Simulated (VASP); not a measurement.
# Te2Mo in VASP: further runs, part 2 of 3

VASP 6.6.1. The steps go on from the part before.

## (3) Single point, LDA

This run uses another cell than the first one, of 24.04 Å³/atom.

The input, INCAR:

```
ALGO = Normal ; EDIFF = 1E-6
ENCUT = 520 ; ISIF = 2
ISMEAR = -1 ; LASPH = T
LCHARG = T ; LELF = T
LREAL = F ; LVHAR = T
LWAVE = F ; NBANDS = 64
NELM = 80 ; PREC = Accurate
SIGMA = 0.05
```

The input, KPOINTS:

```
k-points
0
Gamma
  3 6 2
```

The input, POSCAR:

```
Te2Mo
1.0
    6.3013070717      0.0000000000     -0.1007957822
    0.0000000000      3.4337831768      0.0000000000
   -0.7810691270      0.0000000000     13.3437783702
Te Mo
8 4
Direct
    0.0531719605      0.5000000000      0.3946318385
    0.9467974153      0.0000000000      0.6053557100
    0.5556995575      0.0000000000      0.3477855077
    0.4442723698      0.5000000000      0.6522045896
    0.0989755420      0.0000000000      0.1528011811
    0.9010524340      0.5000000000      0.8472085300
    0.5890329556      0.5000000000      0.1052061186
    0.4109975274      0.0000000000      0.8948058230
    0.3191360309      0.0000000000      0.5060832301
    0.6808334124      0.5000000000      0.4939067415
    0.1823805938      0.5000000000      0.0073293079
    0.8176491907      0.0000000000      0.9926804120
```

Potentials or basis: VASP PAW LDA potentials, release 64 (Te, Mo_sv).

On the command line:

```bash
$ cat potpaw_LDA.64/Te/POTCAR potpaw_LDA.64/Mo_sv/POTCAR > POTCAR
$ mpirun -np 1 vasp_std > vasp.out
```

OUTCAR:

```text
EDIFF = 1E-6
   ENCUT = 520
   ISIF = 2
   ISMEAR = -1
   LASPH = T
   LREAL = F
   NELM = 80
   PREC = Accurate

 ion  position               nearest neighbor table
   1  0.053  0.500  0.395-   9 2.76   9 2.76  10 2.78   2 3.41   2 3.41   3 3.59   3 3.59
   2  0.947  0.000  0.605-  10 2.76  10 2.76   9 2.78   1 3.41   1 3.41   4 3.59   4 3.59
   3  0.556  0.000  0.348-  10 2.67  10 2.67   9 2.68   1 3.59   1 3.59
   4  0.444  0.500  0.652-   9 2.67   9 2.67  10 2.68   2 3.59   2 3.59
   5  0.099  0.000  0.153-  11 2.68  11 2.68  12 2.68   7 3.63   7 3.63   7 3.66   7 3.66
   6  0.901  0.500  0.847-  12 2.68  12 2.68  11 2.68   8 3.63   8 3.63   8 3.66   8 3.66
   7  0.589  0.500  0.105-  12 2.76  12 2.76  11 2.79   8 3.41   8 3.41   5 3.63   5 3.63   5 3.66
                             5 3.66
   8  0.411  0.000  0.895-  11 2.76  11 2.76  12 2.79   7 3.41   7 3.41   6 3.63   6 3.63   6 3.66
                             6 3.66
   9  0.319  0.000  0.506-   4 2.67   4 2.67   3 2.68   1 2.76   1 2.76   2 2.78  10 2.87  10 2.87

  10  0.681  0.500  0.494-   3 2.67   3 2.67   4 2.68   2 2.76   2 2.76   1 2.78   9 2.87   9 2.87

  11  0.182  0.500  0.007-   5 2.68   5 2.68   6 2.68   8 2.76   8 2.76   7 2.79  12 2.86  12 2.86

  12  0.818  0.000  0.993-   6 2.68   6 2.68   5 2.68   7 2.76   7 2.76   8 2.79  11 2.86  11 2.86

  LATTYP: Found a simple monoclinic cell.
 ALAT       =     6.3021131854
 B/A-ratio  =     0.5448621876
 C/A-ratio  =     2.1209740461
 COS(beta)  =    -0.0743934715

  Lattice vectors:

 A1 = (   6.3013070717,   0.0000000000,  -0.1007957822)
 A2 = (   0.0000000000,   3.4337831768,   0.0000000000)
 A3 = (  -0.7810691270,   0.0000000000,  13.3437783702)

Analysis of symmetry for initial positions (statically):
=====================================================================
 Subroutine PRICEL returns:
 Original cell was already a primitive cell.

 Routine SETGRP: Setting up the symmetry group for a
 simple monoclinic supercell.

 Subroutine GETGRP returns: Found  2 space group operations
 (whereof  2 operations were pure point group operations)
 out of a pool of  4 trial point group operations.

The static configuration has the point symmetry C_1h.

Analysis of symmetry for dynamics (positions and initial velocities):
=====================================================================
 Subroutine PRICEL returns:
 Original cell was already a primitive cell.

 Routine SETGRP: Setting up the symmetry group for a
 simple monoclinic supercell.

 Subroutine GETGRP returns: Found  2 space group operations
 (whereof  2 operations were pure point group operations)
 out of a pool of  4 trial point group operations.

The dynamic configuration has the point symmetry C_1h.

 Subroutine INISYM returns: Found  2 space group operations
 (whereof  2 operations are pure point group operations),
 and found     1 'primitive' translations

----------------------------------------------------------------------------------------

                                     Primitive cell

  volume of cell :     288.4533

  direct lattice vectors                    reciprocal lattice vectors
     6.301307072  0.000000000 -0.100795782     0.158845964  0.000000000  0.009297942
     0.000000000  3.433783177  0.000000000     0.000000000  0.291223979  0.000000000
[... 80 lines left out ...]
   total plane-waves  NPLWV = 134400
   dimension x,y,z NGX =    48 NGY =   28 NGZ =  100
   dimension x,y,z NGXF=    96 NGYF=   56 NGZF=  200
   ions per type =               8   4
   NGX,Y,Z   is equivalent  to a cutoff of  12.66, 13.56, 12.44 a.u.
   NGXF,Y,Z  is equivalent  to a cutoff of  25.32, 27.11, 24.87 a.u.
 SYSTEM =  unknown system
   PREC   = accura    normal or accurate (medium, high low for compatibility)
   ISTART =      0    job   : 0-new  1-cont  2-samecut
   ICHARG =      2    charge: 1-file 2-atom 10-const
   ISPIN  =      1    spin polarized calculation?
   LNONCOLLINEAR =      F non collinear calculations
   LSORBIT =      F    spin-orbit coupling
   LASPH  =      T    aspherical Exc in radial PAW
   ENCUT  =  520.0 eV  38.22 Ry    6.18 a.u.  11.72  6.38 24.85*2*pi/ulx,y,z
   NELM   =     80;   NELMIN=  2; NELMDL= -5     # of ELM steps
   EDIFF  = 0.1E-05   stopping-criterion for ELM
   LREAL  =      F    real-space projection
   EDIFFG = 0.1E-04   stopping-criterion for IOM
   NSW    =      0    number of steps for IOM
   IBRION =     -1    ionic relax: 0-MD 1-quasi-New 2-CG
   NFREE  =      0    steps in history (QN), initial steepest desc. (CG)
   ISIF   =      2    stress and relaxation
   ISYM   =      2    0-nonsym 1-usesym 2-fastsym
   POTIM  = 0.5000    time-step for ionic-motion
   TEBEG  =    0.0;   TEEND  =   0.0 temperature during run
   PSTRESS=    0.0 pullay stress
   NELECT =     104.0000    total number of electrons
   NUPDOWN=      -1.0000    fix difference up-down
   EMIN   =  10.00;   EMAX   =-10.00  energy-range for DOS
   EFERMI =   0.00;   METHOD = LEGACY
   ISMEAR =    -1;   SIGMA  =   0.05  broadening in eV -4-tet -1-fermi 0-gaus
   EFERMI_NEDOS =   21; number of points for ismear=-14 and -15
   IALGO  =     38    algorithm
   IMIX   =      4    mixing-type and parameters
     AMIX     =   0.40;   BMIX     =  1.00
     AMIX_MAG =   1.60;   BMIX_MAG =  1.00
  volume/ion in A,a.u.               =      24.04       162.21
  Fermi-wavevector in a.u.,A,eV,Ry     =   1.165183  2.201876 18.471966  1.357651
  Thomas-Fermi vector in A             =   2.301712
   LORBIT       =      0    0 simple, 1 ext, 2 COOP (PROOUT), +10 PAW based schemes
   GGA     = CA    functional components
   LHFCALC =     F    Hartree Fock is set to
   AEXX    =    0.0000 exact exchange contribution
   IVDW    =     0    specifies the selected vdW correction
   LEPSILON=     F    determine dielectric tensor
   LRPA    =     F    only Hartree local field effects (RPA)
 non-spin polarized calculation
  energy-cutoff  :      520.00
  volume of cell :      288.45
 maximum number of plane-waves:      7801
 NGX is ok and might be reduce to    48
   NGX = 23   NGY = 13   NGZ = 49

 number of electron     103.9999993 magnetization

 Free energy of the ion-electron system (eV)
  ---------------------------------------------------
  ext. energy  EPLUGINS =         0.00000000
  ---------------------------------------------------
  free energy    TOTEN  =       -82.33680019 eV

  energy without entropy =      -82.30054586  energy(sigma->0) =      -82.31867302

 E-fermi :   8.8400     XC(G=0): -10.8403

 val. band max:        8.8154969688   @ k =   0.3333   0.0000   0.5000
 cond. band min:       8.8433675448   @ k =   0.3333   0.0000  -0.0000
 fundamental gap:      0.0278705760
 Fermi energy:         8.8400471071

 k-point     1 :       0.0000    0.0000    0.0000
  band No.  band energies     occupation
      1     -51.8815      2.00000
      2     -51.8639      2.00000
      3     -51.8145      2.00000
      4     -51.7958      2.00000
      5     -26.3601      2.00000
      6     -26.3456      2.00000
[... 1061 lines left out ...]
     63      11.2706      0.00000
     64      11.2706      0.00000

------------------------ aborting loop because EDIFF is reached ----------------------------------------

  FORCE on cell =-STRESS in cart. coord.  units (eV):
  Direction    XX          YY          ZZ          XY          YZ          ZX
  --------------------------------------------------------------------------------------
  -------------------------------------------------------------------------------------
  Total        0.5229574      0.4569303      0.4205736      0.0000000      0.0000000     -0.0070005
  in kB        2.9047007      2.5379614      2.3360227      0.0000000      0.0000000     -0.0388833
  external PRESSURE =       2.5928949 kB  Pullay stress =       0.0000000 kB

 VOLUME and BASIS-vectors are now :
 -----------------------------------------------------------------------------
  energy-cutoff  :      520.00
  volume of cell :      288.45
      direct lattice vectors                 reciprocal lattice vectors
     6.301307072  0.000000000 -0.100795782     0.158845964  0.000000000  0.009297942
     0.000000000  3.433783177  0.000000000     0.000000000  0.291223979  0.000000000
    -0.781069127  0.000000000 13.343778370     0.001199885  0.000000000  0.075011527

 POSITION                                       TOTAL-FORCE (eV/Angst)
 -----------------------------------------------------------------------------------
      0.02682      1.71689      5.26052         0.000088      0.000000     -0.029304
      5.49324      0.00000      7.98230        -0.000111      0.000000      0.029611
      3.22999      0.00000      4.58476        -0.000847      0.000000     -0.063433
      2.29008      1.71689      8.65809         0.000876      0.000000      0.063614
      0.50433      0.00000      2.02897        -0.001626      0.000000      0.061734
      5.01608      1.71689     11.21414         0.001610      0.000000     -0.061921
      3.62950      1.71689      1.34448        -0.007778      0.000000      0.032539
      1.89092      0.00000     11.89866         0.007769      0.000000     -0.032880
      1.61569      0.00000      6.72089        -0.039984      0.000000     -0.006813
      3.90437      1.71689      6.52196         0.040028      0.000000      0.006561
      1.14351      1.71689      0.07942         0.040666      0.000000     -0.006877
      4.37691      0.00000     13.16369        -0.040691      0.000000      0.007169
 -----------------------------------------------------------------------------------
    total drift:                                0.000023     -0.000000      0.000006

  FREE ENERGIE OF THE ION-ELECTRON SYSTEM (eV)
  ---------------------------------------------------
  free  energy   TOTEN  =       -82.3368001897 eV

  energy  without entropy=      -82.3005458577  energy(sigma->0) =      -82.31867302
```

Run time: 8.3 min. Hardware: 1 thread of AMD EPYC 7R43 (Zen 3), shared host; peak memory 0.39 GiB.

What came out:

```yaml
Free_energy: -82.3368 eV
Pressure: 0.3 GPa
Largest_force: 0.064 eV/Å
Band_gap_on_the_k_mesh: zero (bands 52 and 53 overlap by 0.36 eV)
```

Forces on the atoms (eV/Å):
```
Te   0.000  0.000 -0.029
Te   0.000  0.000  0.030
Te  -0.001  0.000 -0.063
Te   0.001  0.000  0.064
Te  -0.002  0.000  0.062
Te   0.002  0.000 -0.062
Te  -0.008  0.000  0.033
Te   0.008  0.000 -0.033
Mo  -0.040  0.000 -0.007
Mo   0.040  0.000  0.007
Mo   0.041  0.000 -0.007
Mo  -0.041  0.000  0.007
```

Caveat: spin-orbit coupling is left out, which moves the levels of the heavy elements.

## (4) Single point, PBEsol+D3(BJ)

This run uses another cell than the first one, of 22.93 Å³/atom.

The input, INCAR:

```
SYSTEM = Te2Mo
ALGO = Normal
EDIFF = 1E-6
ENCUT = 520
GGA = PS
ISIF = 2
ISMEAR = -1
IVDW = 12
LASPH = .TRUE.
LCHARG = .FALSE.
LREAL = .FALSE.
LWAVE = .FALSE.
NBANDS = 64
NELM = 100
PREC = Accurate
SIGMA = 0.05
```

The input, KPOINTS:

```
k-points
0
G
  4 8 2
  0 0 0
```

The input, POSCAR:

```
Te2Mo
1.0
    6.2685810853      0.0000000000     -0.0968225906
    0.0000000000      3.4176843734      0.0000000000
   -0.7689373418      0.0000000000     12.8540362630
Te Mo
8 4
Direct
    0.0517983186      0.5000000000      0.3909810445
    0.9482169476      0.0000000000      0.6090192476
    0.5562131149      0.0000000000      0.3412727688
    0.4437992021      0.5000000000      0.6587259322
    0.0962527870      0.0000000000      0.1594653618
    0.9037335404      0.5000000000      0.8405350470
    0.5886274243      0.5000000000      0.1084959678
    0.4113578296      0.0000000000      0.8915043088
    0.3191818865      0.0000000000      0.5060912903
    0.6808337479      0.5000000000      0.4939076392
    0.1829284443      0.5000000000      0.0080957223
    0.8170557468      0.0000000000      0.9919046597
```

Potentials or basis: VASP PAW PBE potentials, release 64 (Te, Mo_sv).

On the command line:

```bash
$ cat potpaw_PBE.64/Te/POTCAR potpaw_PBE.64/Mo_sv/POTCAR > POTCAR
$ mpirun -np 1 vasp_std > vasp.out
```

OUTCAR:

```text
SYSTEM = Te2Mo
   EDIFF = 1E-6
   ENCUT = 520
   GGA = PS
   ISIF = 2
   ISMEAR = -1
   IVDW = 12
   LASPH = .TRUE.
   LREAL = .FALSE.
   NELM = 100
   PREC = Accurate
 IVDW          = 12

 ion  position               nearest neighbor table
   1  0.052  0.500  0.391-   9 2.75   9 2.75  10 2.76   2 3.39   2 3.39   5 3.47   5 3.47   3 3.56
                             3 3.56
   2  0.948  0.000  0.609-  10 2.75  10 2.75   9 2.76   1 3.39   1 3.39   6 3.47   6 3.47   4 3.56
                             4 3.56
   3  0.556  0.000  0.341-  10 2.68  10 2.68   9 2.68   7 3.47   7 3.47   1 3.56   1 3.56   5 3.58
[... 15 lines left out ...]
  11  0.183  0.500  0.008-   6 2.67   5 2.68   5 2.68   8 2.75   8 2.75   7 2.77  12 2.86  12 2.86

  12  0.817  0.000  0.992-   5 2.67   6 2.68   6 2.68   7 2.75   7 2.75   8 2.77  11 2.86  11 2.86

  LATTYP: Found a simple monoclinic cell.
 ALAT       =     6.2693287868
 B/A-ratio  =     0.5451435855
 C/A-ratio  =     2.0539702644
 COS(beta)  =    -0.0751231156

  Lattice vectors:

 A1 = (   6.2685810853,   0.0000000000,  -0.0968225906)
 A2 = (   0.0000000000,   3.4176843734,   0.0000000000)
 A3 = (  -0.7689373418,   0.0000000000,  12.8540362630)

Analysis of symmetry for initial positions (statically):
=====================================================================
 Subroutine PRICEL returns:
 Original cell was already a primitive cell.

 Routine SETGRP: Setting up the symmetry group for a
 simple monoclinic supercell.

 Subroutine GETGRP returns: Found  2 space group operations
 (whereof  2 operations were pure point group operations)
 out of a pool of  4 trial point group operations.

The static configuration has the point symmetry C_1h.

Analysis of symmetry for dynamics (positions and initial velocities):
=====================================================================
 Subroutine PRICEL returns:
 Original cell was already a primitive cell.

 Routine SETGRP: Setting up the symmetry group for a
[... 156 lines left out ...]
   LRPA    =     F    only Hartree local field effects (RPA)
 non-spin polarized calculation
  energy-cutoff  :      520.00
  volume of cell :      275.13
 maximum number of plane-waves:      7437
 NGX is ok and might be reduce to    48
   NGX = 23   NGY = 13   NGZ = 47

 number of electron     103.9999996 magnetization

 Free energy of the ion-electron system (eV)
  ---------------------------------------------------
  ext. energy  EPLUGINS =         0.00000000
  ---------------------------------------------------
  free energy    TOTEN  =       -78.35158444 eV

  energy without entropy =      -78.31598836  energy(sigma->0) =      -78.33378640

 E-fermi :   9.5777     XC(G=0): -11.0494

 val. band max:        9.5188343623   @ k =   0.0000   0.1250   0.0000
 cond. band min:       9.5819210787   @ k =   0.2500   0.2500   0.0000
 fundamental gap:      0.0630867164
 Fermi energy:         9.5777210166

 k-point     1 :       0.0000    0.0000    0.0000
  band No.  band energies     occupation
      1     -51.4339      2.00000
      2     -51.4140      2.00000
      3     -51.3639      2.00000
      4     -51.3447      2.00000
      5     -25.7659      2.00000
      6     -25.7485      2.00000
[... 1597 lines left out ...]
     63      11.7682      0.00000
     64      12.1146      0.00000

 [... further k-points ...]

------------------------ aborting loop because EDIFF is reached ----------------------------------------

 Edisp (eV)   -6.72241

 E8    (eV) :    -4.5973

  FORCE on cell =-STRESS in cart. coord.  units (eV):
  Direction    XX          YY          ZZ          XY          YZ          ZX
  --------------------------------------------------------------------------------------
  -------------------------------------------------------------------------------------
  Total       0.18157     0.16581     0.17888     0.00000     0.00000     0.00279
  in kB       1.05735     0.96555     1.04168     0.00000     0.00000     0.01622
  external pressure =        1.02 kB  Pullay stress =        0.00 kB

 VOLUME and BASIS-vectors are now :
 -----------------------------------------------------------------------------
  energy-cutoff  :      520.00
  volume of cell :      275.13
      direct lattice vectors                 reciprocal lattice vectors
     6.268581085  0.000000000 -0.096822591     0.159673268  0.000000000  0.009551765
     0.000000000  3.417684373  0.000000000     0.000000000  0.292595773  0.000000000
    -0.768937342  0.000000000 12.854036263     0.001202733  0.000000000  0.077868524

 POSITION                                       TOTAL-FORCE (eV/Angst)
 -----------------------------------------------------------------------------------
      0.02406      1.70884      5.02067        -0.002316      0.000000     -0.022500
      5.47568      0.00000      7.73655         0.002235      0.000000      0.022457
      3.22425      0.00000      4.33288        -0.002893      0.000000     -0.028536
      2.27547      1.70884      8.42432         0.002976      0.000000      0.028578
      0.48075      0.00000      2.04045        -0.003254      0.000000      0.028175
      5.01881      1.70884     10.71677         0.003276      0.000000     -0.028191
      3.60643      1.70884      1.33762        -0.002582      0.000000      0.020837
      1.89312      0.00000     11.41960         0.002470      0.000000     -0.020865
      1.61167      0.00000      6.47441        -0.011316      0.000000     -0.003950
      3.88808      1.70884      6.28279         0.011275      0.000000      0.003985
      1.14048      1.70884      0.08635         0.009983      0.000000     -0.003323
      4.35907      0.00000     12.67087        -0.009854      0.000000      0.003333
 -----------------------------------------------------------------------------------
    total drift:                                0.000022      0.000000     -0.000001

  FREE ENERGIE OF THE ION-ELECTRON SYSTEM (eV)
  ---------------------------------------------------
  free  energy   TOTEN  =       -85.0739911012 eV

  energy  without entropy=      -85.0383950238  energy(sigma->0) =      -85.05619306
```

Run time: 25 min. Hardware: 1 thread of Intel Xeon Platinum 8375C at 2.90GHz (Ice Lake), shared host; peak memory 0.6 GiB.

What came out:

```yaml
Free_energy: -85.0740 eV
Pressure: 0.1 GPa
Largest_force: 0.029 eV/Å
Band_gap_on_the_k_mesh: zero (bands 52 and 53 overlap by 0.60 eV)
Dispersion_energy_per_atom: -0.560 eV
```

Forces on the atoms (eV/Å):
```
Te  -0.002  0.000 -0.022
Te   0.002  0.000  0.022
Te  -0.003  0.000 -0.029
Te   0.003  0.000  0.029
Te  -0.003  0.000  0.028
Te   0.003  0.000 -0.028
Te  -0.003  0.000  0.021
Te   0.002  0.000 -0.021
Mo  -0.011  0.000 -0.004
Mo   0.011  0.000  0.004
Mo   0.010  0.000 -0.003
Mo  -0.010  0.000  0.003
```

Caveat: the PAW data sets were made with another functional, which shifts forces and pressure a little; spin-orbit coupling is left out, which moves the levels of the heavy elements.

(Part 2 of 3 ends here.)

The gap in the log of VASP goes by the Fermi energy; the results here count the filled bands.